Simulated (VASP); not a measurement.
A run of VASP 6.6.1:

File INCAR:

```
SYSTEM = CdSe
PREC = Accurate ; ENCUT = 520
EDIFF = 1E-8 ; ISMEAR = 0
SIGMA = 0.01 ; LREAL = .FALSE.
LASPH = .TRUE. ; NELM = 100
ALGO = Normal ; ISIF = 2
LWAVE = .FALSE. ; LCHARG = .FALSE.
METAGGA = R2SCAN ; LMIXTAU = .TRUE.
LCALCEPS = .TRUE.
```

The input KPOINTS:

```
Automatic mesh
0
G
  6 6 6
  0 0 0
```

Contents of POSCAR:

```
CdSe
1.0
    0.0000000000      3.0677809692      3.0677809692
    3.0677809692      0.0000000000      3.0677809692
    3.0677809692      3.0677809692      0.0000000000
Cd Se
1 1
Direct
    0.0000000000      0.0000000000      0.0000000000
    0.2500000000      0.2500000000      0.2500000000
```

Potentials or basis: VASP PAW PBE potentials, release 64 (Cd, Se).

The run is started by

```sh
$ cat potpaw_PBE.64/Cd/POTCAR potpaw_PBE.64/Se/POTCAR > POTCAR
$ mpirun -np 1 vasp_std > vasp.out
```

Hardware: 1 thread of Intel(R) Xeon(R) 6975P-C (Granite Rapids) (shared host).

Question: How long does it take, and how much memory?

Answer: Run time: 19 min on 1 thread of Intel(R) Xeon(R) 6975P-C (Granite Rapids), on a shared host, peak memory 0.38 GiB. Counts: scf iterations 100, k points 16.
